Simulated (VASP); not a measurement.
A run of VASP 6.6.1:

File POSCAR:

```
NbCr2
1.0
    0.0000000000      3.3126973918      3.3126973918
    3.3126973918      0.0000000000      3.3126973918
    3.3126973918      3.3126973918      0.0000000000
Nb Cr
2 4
Direct
    0.5000000000      0.5000000000      0.5000000000
    0.7500000000      0.7500000000      0.7500000000
    0.1250000000      0.1250000000      0.1250000000
    0.6250000000      0.1250000000      0.1250000000
    0.1250000000      0.1250000000      0.6250000000
    0.1250000000      0.6250000000      0.1250000000
```

Contents of INCAR.step1:

```
  PREC = Accurate
  ENCUT = 520
  ISMEAR = 0
  SIGMA = 0.1
  LREAL = False
  LASPH = True
  NELM = 100
  NBANDS = 46
  GGA = PE
  ALGO = Normal
  EDIFF = 1E-4
  LWAVE = True
  LCHARG = False
```

File INCAR.step2:

```
  PREC = Accurate
  ENCUT = 520
  EDIFF = 1E-6
  ISMEAR = 0
  SIGMA = 0.1
  LREAL = False
  LASPH = True
  NELM = 100
  ALGO = Normal
  ISIF = 2
  LWAVE = False
  LCHARG = False
  METAGGA = R2SCAN
  LMIXTAU = True
  NBANDS = 46
  ISTART = 1
```

KPOINTS

```
regular mesh
0
Gamma
  10 10 10
```

Potentials or basis: VASP PAW PBE potentials, release 64 (Nb_sv, Cr_pv).

Launch:

```bash
$ cat potpaw_PBE.64/Nb_sv/POTCAR potpaw_PBE.64/Cr_pv/POTCAR > POTCAR
$ cp INCAR.step1 INCAR
$ mpirun -np 1 vasp_std > vasp.out
$ cp INCAR.step2 INCAR
$ mpirun -np 1 vasp_std > vasp.out
```

Hardware: 1 thread of AMD EPYC 9R45 96-Core Processor (Zen 5), with other jobs on the host.

Task: How long does it take, and how much memory?

Result: Run time: 7.1 min on 1 thread of AMD EPYC 9R45 96-Core Processor (Zen 5), with other jobs on the host, peak memory 0.27 GiB. Counts: k points 47.
